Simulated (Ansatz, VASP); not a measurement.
# Two plane-wave programs on Si2Mo

```
Si Mo
1.0
    -1.59504    1.59504    3.91069
     1.59504   -1.59504    3.91069
     1.59504    1.59504   -3.91069
Si Mo
2 1
Direct
  0.33506 0.33506 0.00000
  0.66494 0.66494 0.00000
  0.00000 0.00000 0.00000
```

Alike in both runs: functional PBEsol; k mesh 18 × 18 × 18; occupations gaussian, width 0.1 eV; no spin polarisation.

Ansatz relaxed the structure, and its values are those at the end. VASP's run is a single point on that final structure, the one shown.

|  | VASP | Ansatz |
| --- | --- | --- |
| version | VASP 6.6.1 | Ansatz 0.2.0 |
| potentials or method | VASP PAW PBE potentials, release 64 (Si, Mo_sv), cutoff 520 eV | scalar-relativistic, plane waves, PAW |
| valence electrons in the cell | 22 | 22 |

Ansatz gave:

| Item | Value |
| --- | --- |
| gap on the k mesh at the Fermi level (eV) | none |
| pressure (GPa) | 0.0 |

Q: What did VASP give for the same quantities?

A: gap on the k mesh at the Fermi level (eV): none; pressure (GPa): 0.4.

VASP's potentials were made for PBE, not for PBEsol. A gap of «none» marks a metal or a gap that the smearing closes. The functional is the same, so the differences come from potentials, cutoffs and numerics.
